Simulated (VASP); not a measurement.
# Ti: single point with PBE

Crystal: Ti.

```
CELL_PARAMETERS angstrom
0.00000 2.07638 2.07638
2.07638 0.00000 2.07638
2.07638 2.07638 0.00000
ATOMIC_POSITIONS crystal
Ti 0.00000 0.00000 0.00000
```

This cell differs from its parent crystal: volume scaled by 1.03.

```yaml
Program: VASP 6.6.1
Task: single point
Functional: PBE
Potentials_or_basis: VASP PAW PBE potentials, release 64 (Ti_sv)
Cutoff: 520 eV
k_mesh: 18 × 18 × 18
Occupations: gaussian, width 0.1 eV
Spin: no spin polarisation
Dipole_correction: no
Further_INCAR_settings: ALGO = Fast; EDIFF = 1e-06; NBANDS = 12
```

```
Pressure               : -3.3 GPa
Band gap on the k mesh : zero (band 6 reaches 8.76 eV, above the bottom of band 7 at 7.48 eV)
```

Levels at points of the mesh, in eV from the Fermi level:
```tsv
k point	band 4	band 5	band 6	band 7	band 8	band 9
(0.00, 0.00, 0.00)	-32.66	-6.02	0.85	0.85	0.85	2.42
(0.50, 0.00, 0.00)	-32.74	-2.52	0.56	0.75	0.75	3.44
(0.50, 0.50, 0.00)	-32.87	-2.47	-1.63	2.71	3.43	3.70
```

Wall time 36 s on 1 thread of Intel(R) Xeon(R) Platinum 8488C (Sapphire Rapids) (shared host), peak memory 0.14 GiB.
